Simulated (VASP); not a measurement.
The system is CaO.

```
Ca O
1.0
     4.04055    0.00000    0.00000
    -2.02028    3.49922    0.00000
     0.00000    0.00000    4.84200
Ca O
2 2
Cartesian
  0.0000 2.3328 -0.3026
  2.0203 1.1664 2.1184
  0.0000 2.3328 2.1184
  2.0203 1.1664 4.5394
```

This cell differs from its parent crystal: strain +1.5%.

Base run:

| Quantity | Value |
| --- | --- |
| Program | VASP 6.6.1 |
| Functional | PBE |
| Potentials or basis | VASP PAW PBE potentials, release 64 (Ca_sv, O) |
| Cutoff | 520 eV |
| k mesh | 12 × 12 × 6 |
| Occupations | fermi-dirac, width 0.02 eV |
| Spin | no spin polarisation |

Its results: band gap on the k mesh 3.03 eV, direct; pressure -1.6 GPa.

Problem. The run is repeated on the same cell with these changes: functional from PBE to r2SCAN; occupations from fermi-dirac, width 0.02 eV to gaussian, width 0.01 eV. What comes out?

Solution. Band gap on the k mesh 3.46 eV, direct; pressure -3.0 GPa.

Caveats: the PAW data sets were made with another functional, which shifts forces and pressure a little (some runs).

A k mesh can miss the band edges.
